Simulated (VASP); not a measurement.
# AgCl in VASP: further runs, part 3 of 3

VASP 6.6.1. The steps go on from the part before.

## Step 4: Single point, LDA (volume scaled by 1.02)

The input, INCAR:

```
ALGO     = Normal         # electronic algorithm
EDIFF    = 1E-7           # SCF threshold, eV
ENCUT    = 520            # plane-wave cutoff, eV
ISIF     = 2              # what is computed and relaxed
ISMEAR   = -1             # smearing method
LASPH    = T              # aspherical terms in the spheres
LCHARG   = F              # write CHGCAR
LREAL    = F              # projectors in reciprocal space
LWAVE    = F              # write WAVECAR
NBANDS   = 16             # bands
NELM     = 100            # most SCF steps
PREC     = Accurate       # precision mode
SIGMA    = 0.02           # smearing width, eV
```

The input, KPOINTS:

```
k-points
0
Gamma
  8 8 8
```

The input, POSCAR:

```
AgCl
1.0
    0.0000000000      2.7915157670      2.7915157670
    2.7915157670      0.0000000000      2.7915157670
    2.7915157670      2.7915157670      0.0000000000
Ag Cl
1 1
Direct
    0.5000000000      0.5000000000      0.5000000000
    0.0000000000      0.0000000000      0.0000000000
```

Potentials or basis: VASP PAW LDA potentials, release 64 (Ag, Cl).

Run with:

```sh
$ cat potpaw_LDA.64/Ag/POTCAR potpaw_LDA.64/Cl/POTCAR > POTCAR
$ mpirun -np 1 vasp_std > vasp.out
```

OUTCAR:

```text
EDIFF = 1E-7
   ENCUT = 520
   ISIF = 2
   ISMEAR = -1
   LASPH = T
   LREAL = F
   NELM = 100
   PREC = Accurate

 ion  position               nearest neighbor table
   1  0.500  0.500  0.500-   2 2.79   2 2.79   2 2.79   2 2.79   2 2.79   2 2.79
   2  0.000  0.000  0.000-   1 2.79   1 2.79   1 2.79   1 2.79   1 2.79   1 2.79

  LATTYP: Found a face centered cubic cell.
 ALAT       =     5.5830315340

  Lattice vectors:

 A1 = (   0.0000000000,   2.7915157670,   2.7915157670)
 A2 = (   2.7915157670,   0.0000000000,   2.7915157670)
 A3 = (   2.7915157670,   2.7915157670,   0.0000000000)

Analysis of symmetry for initial positions (statically):
[... 33 lines left out ...]
                                     Primitive cell

  volume of cell :      43.5061

  direct lattice vectors                    reciprocal lattice vectors
     0.000000000  2.791515767  2.791515767    -0.179114159  0.179114159  0.179114159
     2.791515767  0.000000000  2.791515767     0.179114159 -0.179114159  0.179114159
     2.791515767  2.791515767  0.000000000     0.179114159  0.179114159 -0.179114159

  length of vectors
     3.947799457  3.947799457  3.947799457     0.310234824  0.310234824  0.310234824

  position of ions in fractional coordinates (direct lattice)
     0.500000000  0.500000000  0.500000000
     0.000000000  0.000000000  0.000000000

  ion indices of the primitive-cell ions
   primitive index   ion index
                 1           1
                 2           2

----------------------------------------------------------------------------------------

 KPOINTS: k-points

Automatic generation of k-mesh.
 Grid dimensions read from file:
 generate k-points for:    8    8    8

 Generating k-lattice:

  Cartesian coordinates                     Fractional coordinates (reciprocal lattice)
    -0.022389270  0.022389270  0.022389270     0.125000000  0.000000000  0.000000000
     0.022389270 -0.022389270  0.022389270     0.000000000  0.125000000  0.000000000
     0.022389270  0.022389270 -0.022389270     0.000000000  0.000000000  0.125000000

  Length of vectors
     0.038779353  0.038779353  0.038779353

  Shift w.r.t. Gamma in fractional coordinates (k-lattice)
     0.000000000  0.000000000  0.000000000

 Subroutine IBZKPT returns following result:
 ===========================================

 Found     29 irreducible k-points:

 Following reciprocal coordinates:
            Coordinates               Weight
  0.000000  0.000000  0.000000      1.000000
  0.125000  0.000000  0.000000      8.000000
  0.250000  0.000000  0.000000      8.000000
  0.375000  0.000000  0.000000      8.000000
  0.500000  0.000000  0.000000      4.000000
  0.125000  0.125000  0.000000      6.000000
[... 16 lines left out ...]
  0.500000  0.250000  0.125000     48.000000
 -0.375000  0.250000  0.125000     24.000000
 [... further k-points ...]
   k-points           NKPTS =     29   k-points in BZ     NKDIM =     29   number of bands    NBANDS=     16
   number of dos      NEDOS =    301   number of ions     NIONS =      2
   total plane-waves  NPLWV =  27000
   dimension x,y,z NGX =    30 NGY =   30 NGZ =   30
   dimension x,y,z NGXF=    60 NGYF=   60 NGZF=   60
   ions per type =               1   1
   NGX,Y,Z   is equivalent  to a cutoff of  12.63, 12.63, 12.63 a.u.
   NGXF,Y,Z  is equivalent  to a cutoff of  25.27, 25.27, 25.27 a.u.
 SYSTEM =  unknown system
   PREC   = accura    normal or accurate (medium, high low for compatibility)
   ISTART =      0    job   : 0-new  1-cont  2-samecut
   ICHARG =      2    charge: 1-file 2-atom 10-const
   ISPIN  =      1    spin polarized calculation?
   LNONCOLLINEAR =      F non collinear calculations
   LSORBIT =      F    spin-orbit coupling
   LASPH  =      T    aspherical Exc in radial PAW
   ENCUT  =  520.0 eV  38.22 Ry    6.18 a.u.   7.34  7.34  7.34*2*pi/ulx,y,z
   NELM   =    100;   NELMIN=  2; NELMDL= -5     # of ELM steps
   EDIFF  = 0.1E-06   stopping-criterion for ELM
   LREAL  =      F    real-space projection
   EDIFFG = 0.1E-05   stopping-criterion for IOM
   NSW    =      0    number of steps for IOM
   IBRION =     -1    ionic relax: 0-MD 1-quasi-New 2-CG
   NFREE  =      0    steps in history (QN), initial steepest desc. (CG)
   ISIF   =      2    stress and relaxation
   ISYM   =      2    0-nonsym 1-usesym 2-fastsym
   POTIM  = 0.5000    time-step for ionic-motion
   TEBEG  =    0.0;   TEEND  =   0.0 temperature during run
   PSTRESS=    0.0 pullay stress
   NELECT =      18.0000    total number of electrons
   NUPDOWN=      -1.0000    fix difference up-down
   EMIN   =  10.00;   EMAX   =-10.00  energy-range for DOS
   EFERMI =   0.00;   METHOD = LEGACY
   ISMEAR =    -1;   SIGMA  =   0.02  broadening in eV -4-tet -1-fermi 0-gaus
   EFERMI_NEDOS =   21; number of points for ismear=-14 and -15
   IALGO  =     38    algorithm
   IMIX   =      4    mixing-type and parameters
     AMIX     =   0.40;   BMIX     =  1.00
     AMIX_MAG =   1.60;   BMIX_MAG =  1.00
  volume/ion in A,a.u.               =      21.75       146.80
  Fermi-wavevector in a.u.,A,eV,Ry     =   1.219876  2.305231 20.246785  1.488097
  Thomas-Fermi vector in A             =   2.355113
   LORBIT       =      0    0 simple, 1 ext, 2 COOP (PROOUT), +10 PAW based schemes
   GGA     = CA    functional components
   LHFCALC =     F    Hartree Fock is set to
   AEXX    =    0.0000 exact exchange contribution
   IVDW    =     0    specifies the selected vdW correction
   LEPSILON=     F    determine dielectric tensor
   LRPA    =     F    only Hartree local field effects (RPA)
 non-spin polarized calculation
  energy-cutoff  :      520.00
  volume of cell :       43.51
 maximum number of plane-waves:      1211
 NGX is ok and might be reduce to    30
   NGX = 15   NGY = 15   NGZ = 15

 number of electron      18.0000000 magnetization

 Free energy of the ion-electron system (eV)
  ---------------------------------------------------
  ext. energy  EPLUGINS =         0.00000000
  ---------------------------------------------------
  free energy    TOTEN  =        -6.68075662 eV

  energy without entropy =       -6.68075661  energy(sigma->0) =       -6.68075661

 E-fermi :   3.6746     XC(G=0): -10.3406

 val. band max:        3.3264507610   @ k =   0.5000   0.0000   0.0000
 cond. band min:       3.9721031189   @ k =   0.0000   0.0000   0.0000
 fundamental gap:      0.6456523578
 Fermi energy:         3.6745779915

 k-point     1 :       0.0000    0.0000    0.0000
  band No.  band energies     occupation
      1     -11.5886      2.00000
      2       0.8848      2.00000
      3       0.8848      2.00000
      4       0.8848      2.00000
      5       0.9217      2.00000
      6       0.9217      2.00000
[... 8 lines left out ...]
     15      16.2078      0.00000
     16      16.2078      0.00000

 k-point     2 :       0.1250    0.0000    0.0000
  band No.  band energies     occupation
      1     -11.5291      2.00000
      2       0.2344      2.00000
      3       0.2916      2.00000
      4       0.2916      2.00000
      5       0.9383      2.00000
      6       0.9383      2.00000
[... 8 lines left out ...]
     15      15.1669      0.00000
     16      15.6945      0.00000

 k-point     3 :       0.2500    0.0000    0.0000
  band No.  band energies     occupation
      1     -11.3794      2.00000
      2      -0.7914      2.00000
      3      -0.2691      2.00000
      4      -0.2691      2.00000
      5       1.0622      2.00000
      6       1.0622      2.00000
[... 8 lines left out ...]
     15      15.4843      0.00000
     16      15.5761      0.00000
[... 362 lines left out ...]
 k-point    23 :       0.5000    0.2500    0.1250
  band No.  band energies     occupation
      1     -11.1738      2.00000
      2      -1.3654      2.00000
      3      -0.6350      2.00000
      4      -0.3817      2.00000
      5       1.0950      2.00000
      6       1.2527      2.00000
[... 8 lines left out ...]
     15      17.5843      0.00000
     16      18.2328      0.00000

 k-point    24 :      -0.3750    0.2500    0.1250
  band No.  band energies     occupation
      1     -11.1253      2.00000
      2      -1.4281      2.00000
      3      -0.6808      2.00000
      4      -0.6354      2.00000
      5       1.1807      2.00000
      6       1.2488      2.00000
[... 8 lines left out ...]
     15      16.6241      0.00000
     16      18.1358      0.00000

 [... further k-points ...]

------------------------ aborting loop because EDIFF is reached ----------------------------------------

  FORCE on cell =-STRESS in cart. coord.  units (eV):
  Direction    XX          YY          ZZ          XY          YZ          ZX
  --------------------------------------------------------------------------------------
  -------------------------------------------------------------------------------------
  Total       -1.7089539     -1.7089539     -1.7089539      0.0000000     -0.0000000     -0.0000000
  in kB      -62.9347758    -62.9347758    -62.9347758      0.0000000     -0.0000000     -0.0000000
  external PRESSURE =     -62.9347758 kB  Pullay stress =       0.0000000 kB

 VOLUME and BASIS-vectors are now :
 -----------------------------------------------------------------------------
  energy-cutoff  :      520.00
  volume of cell :       43.51
      direct lattice vectors                 reciprocal lattice vectors
     0.000000000  2.791515767  2.791515767    -0.179114159  0.179114159  0.179114159
     2.791515767  0.000000000  2.791515767     0.179114159 -0.179114159  0.179114159
     2.791515767  2.791515767  0.000000000     0.179114159  0.179114159 -0.179114159

 POSITION                                       TOTAL-FORCE (eV/Angst)
 -----------------------------------------------------------------------------------
      2.79152      2.79152      2.79152        -0.000000     -0.000000      0.000000
      0.00000      0.00000      0.00000         0.000000      0.000000     -0.000000
 -----------------------------------------------------------------------------------
    total drift:                                0.000000      0.000000      0.000000

  FREE ENERGIE OF THE ION-ELECTRON SYSTEM (eV)
  ---------------------------------------------------
  free  energy   TOTEN  =        -6.6807566154 eV

  energy  without entropy=       -6.6807566145  energy(sigma->0) =       -6.68075661
```

Run time: 16 s. Hardware: 1 thread of Intel Xeon Platinum 8259CL at 2.50GHz (Skylake/Cascade Lake), shared host; peak memory 0.16 GiB.

What came out:

```
Free energy            : -6.6808 eV
Pressure               : -6.3 GPa
Band gap on the k mesh : 0.65 eV, indirect (least direct gap 2.87 eV)
```

Levels at points of the mesh, in eV from the valence-band top:
| k point | band 5 | band 6 | band 7 | band 8 | band 9 | band 10 | band 11 | band 12 | band 13 | band 14 |
| --- | --- | --- | --- | --- | --- | --- | --- | --- | --- | --- |
| (0.00, 0.00, 0.00) | -2.40 | -2.40 | -2.22 | -2.22 | -2.22 | 0.65 | 10.74 | 10.74 | 10.74 | 12.07 |
| (0.50, 0.00, 0.00) | -2.08 | -2.08 | -1.77 | 0.00 | 0.00 | 4.02 | 6.23 | 7.48 | 7.48 | 13.21 |
| (0.50, 0.50, 0.00) | -2.77 | -2.22 | -1.96 | -1.96 | -1.90 | 2.15 | 7.87 | 8.32 | 11.12 | 11.12 |

 A k mesh can miss the band edges.

## Step 5: Single point, LDA (volume scaled by 1.04)

The input, INCAR:

```
SYSTEM = AgCl
  PREC = Accurate
  ENCUT = 520
  EDIFF = 1E-6
  ISMEAR = -1
  SIGMA = 0.02
  LREAL = .False.
  LASPH = .True.
  NELM = 100
  ALGO = Normal
  ISIF = 2
  LWAVE = .False.
  LCHARG = .False.
  NBANDS = 16
```

The input, KPOINTS:

```
Automatic mesh
0
Gamma
  8 8 8
  0 0 0
```

The input, POSCAR:

```
AgCl
1.0
    0.0000000000      2.8096430007      2.8096430007
    2.8096430007      0.0000000000      2.8096430007
    2.8096430007      2.8096430007      0.0000000000
Ag Cl
1 1
Direct
    0.5000000000      0.5000000000      0.5000000000
    0.0000000000      0.0000000000      0.0000000000
```

Run with:

```sh
$ cat potpaw_LDA.64/Ag/POTCAR potpaw_LDA.64/Cl/POTCAR > POTCAR
$ mpirun -np 1 vasp_std > vasp.out
```

It took 16 s on 1 thread of Intel Xeon Platinum 8259CL at 2.50GHz (Skylake/Cascade Lake), shared host; peak memory 0.15 GiB.

The run converged. Its results:

- Free energy: -6.6459 eV
- Pressure: -6.9 GPa
- Band gap on the k mesh: 0.65 eV, indirect (least direct gap 2.80 eV)

Levels at points of the mesh, in eV from the valence-band top:
```tsv
k point	band 6	band 7	band 8	band 9	band 10	band 11	band 12	band 13
(0.00, 0.00, 0.00)	-2.33	-2.14	-2.14	-2.14	0.65	10.75	10.75	10.75
(0.50, 0.00, 0.00)	-2.02	-1.72	0.00	0.00	4.06	6.13	7.51	7.51
(0.50, 0.50, 0.00)	-2.15	-1.91	-1.91	-1.85	2.18	7.89	8.25	11.02
```

 A k mesh can miss the band edges.

## Step 6: Single point, LDA (equal xx and yy strain of -3 %)

The input, INCAR:

```
PREC = Accurate
ENCUT = 520
EDIFF = 1E-6
ISMEAR = -1
SIGMA = 0.02
LREAL = False
LASPH = True
NELM = 80
ALGO = Normal
ISIF = 2
LWAVE = False
LCHARG = True
LELF = True
LVHAR = True
NBANDS = 16
```

The input, KPOINTS:

```
regular mesh
0
Gamma
  8 8 8
```

The input, POSCAR:

```
AgCl
1.0
    0.0000000000      2.6899555000      2.7731500000
    2.6899555000      0.0000000000      2.7731500000
    2.6899555000      2.6899555000      0.0000000000
Ag Cl
1 1
Direct
    0.5000000000      0.5000000000      0.5000000000
    0.0000000000      0.0000000000      0.0000000000
```

Potentials or basis: VASP PAW LDA potentials, release 64 (Ag, Cl).

Run with:

```sh
$ cat potpaw_LDA.64/Ag/POTCAR potpaw_LDA.64/Cl/POTCAR > POTCAR
$ mpirun -np 1 vasp_std > vasp.out
```

It took 14 s on 1 thread of Intel Xeon 6975P-C (Granite Rapids), shared host; peak memory 0.16 GiB.

The run converged. Its results:

- Free energy: -6.7761 eV
- Pressure: -2.6 GPa
- Band gap on the k mesh: 0.55 eV, indirect (least direct gap 3.14 eV)

Stress tensor (GPa, compression positive):
```
-2.39  0.00  0.00
 0.00 -2.39  0.00
 0.00  0.00 -3.17
```

Levels at points of the mesh, in eV from the valence-band top:
| k point | band 6 | band 7 | band 8 | band 9 | band 10 | band 11 | band 12 | band 13 |
| --- | --- | --- | --- | --- | --- | --- | --- | --- |
| (0.00, 0.00, 0.00) | -2.85 | -2.70 | -2.70 | -2.60 | 0.55 | 10.58 | 10.65 | 10.65 |
| (0.50, 0.00, 0.00) | -2.45 | -2.10 | -0.21 | 0.00 | 3.69 | 6.59 | 7.08 | 7.39 |
| (0.50, 0.50, 0.00) | -2.66 | -2.31 | -2.31 | -2.19 | 1.95 | 7.80 | 8.29 | 11.59 |
| (0.50, 0.00, 0.50) | -2.61 | -2.33 | -2.30 | -2.18 | 1.90 | 7.60 | 8.58 | 11.11 |

Caveat: the cell differs from its parent crystal (equal xx and yy strain of -3 %). A k mesh can miss the band edges.

## Step 7: Summary

| cell | gap on the mesh (eV) | pressure (GPa) |
| --- | --- | --- |
| a = 3.869 Å, angles 60.0°, 2 atoms | 0.64 | -3.8 |
| a = 3.896 Å, angles 60.0°, 2 atoms | 0.64 | -4.7 |
| a = 3.948 Å, angles 60.0°, 2 atoms | 0.65 | -6.3 |
| a = 3.973 Å, angles 60.0°, 2 atoms | 0.65 | -6.9 |
| a = 3.863, b = 3.863, c = 3.804 Å, angles 60.5, 60.5, 59.0°, 2 atoms | 0.55 | -2.6 |

Alike in all rows: task single point; level LDA; potentials or basis VASP PAW LDA potentials, release 64 (Ag, Cl); no spin polarisation; k mesh 8 × 8 × 8; cutoff (eV) 520; smearing fermi-dirac 0.02 eV.

Total energies depend on the potentials used, so only differences within one code and one set of settings carry meaning.
